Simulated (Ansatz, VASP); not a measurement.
**Two plane-wave programs on WS2**

```
W S
1.0
     3.15300    0.00000    0.00000
    -1.57650    2.73058    0.00000
     0.00000    0.00000   30.06800
W S
1 2
Direct
  0.33333 0.66667 0.33258
  0.66667 0.33333 0.38460
  0.66667 0.33333 0.28056
```

Alike in both runs: functional PBEsol; k mesh 12 × 12 × 1; no spin polarisation.

Ansatz relaxed the structure, and its values are those at the end. VASP's run is a single point on that final structure, the one shown.

|  | VASP | Ansatz |
| --- | --- | --- |
| version | VASP 6.6.1 | Ansatz 0.2.0 |
| potentials or method | VASP PAW PBE potentials, release 64 (W_sv, S) | scalar-relativistic, plane waves, PAW |
| plane-wave cutoff (eV) | 520 | 420 |
| occupations | gaussian, width 0.01 eV | fixed |
| valence electrons in the cell | 26 | 26 |

```tsv
	VASP	Ansatz	Ansatz less VASP
gap on the k mesh at the Fermi level (eV)	1.91	1.90	-0.005
least direct gap on the mesh (eV)	1.91	1.90	-0.005
rms of the force components (eV/Å)	0.011	0.000	-0.0106
```

VASP's potentials were made for PBE, not for PBEsol. Ansatz's warnings: slab cell height set.

Spin-orbit coupling is off throughout.
